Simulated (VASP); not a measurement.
Set up this calculation in VASP 6.6.1, as the native input.

* Task: single point
* Functional: PBE
* Potentials or basis: VASP PAW PBE potentials, release 64 (La, N)
* Cutoff: 520 eV
* k mesh: 12 × 12 × 2
* Occupations: gaussian, width 0.1 eV
* Spin: no spin polarisation
* Dipole correction: no
* Further INCAR settings: ALGO = Normal; EDIFF = 1e-06; NBANDS = 44

The structure of La6N lies in POSCAR:

```
La6N
1.0
    3.7141619252      0.0000000000      0.0000000000
   -1.8570809626      3.2165585810      0.0000000000
    0.0000000000      0.0000000000     18.9139760641
La N
6 1
Direct
    0.3333333333      0.6666666667      0.4179688545
    0.6666666667      0.3333333333      0.5820311455
    0.3333333333      0.6666666667      0.0747823588
    0.6666666667      0.3333333333      0.9252176412
    0.0000000000      0.0000000000      0.7383899800
    0.0000000000      0.0000000000      0.2616100200
    0.0000000000      0.0000000000      0.0000000000
```

One way to write it, as run:

INCAR

```
PREC     = Accurate       # precision mode
ENCUT    = 520            # plane-wave cutoff, eV
EDIFF    = 1E-6           # SCF threshold, eV
ISMEAR   = 0              # smearing method
SIGMA    = 0.1            # smearing width, eV
LREAL    = F              # projectors in reciprocal space
LASPH    = T              # aspherical terms in the spheres
NELM     = 60             # most SCF steps
ALGO     = Normal         # electronic algorithm
ISIF     = 2              # what is computed and relaxed
LWAVE    = F              # write WAVECAR
LCHARG   = T              # write CHGCAR
GGA      = PE             # functional
LELF     = T              # ELF
LVHAR    = T            
NBANDS   = 44             # bands
```

KPOINTS

```
regular mesh
0
Gamma
  12 12 2
```

Potentials or basis: VASP PAW PBE potentials, release 64 (La, N).

Launch:

```console
$ cat potpaw_PBE.64/La/POTCAR potpaw_PBE.64/N/POTCAR > POTCAR
$ mpirun -np 1 vasp_std > vasp.out
```

It gave:

- Pressure: 0.0 GPa
- Largest force: 0.009 eV/Å

It took 11 min on 1 thread of AMD EPYC 7R13 (shared host), peak memory 0.53 GiB.
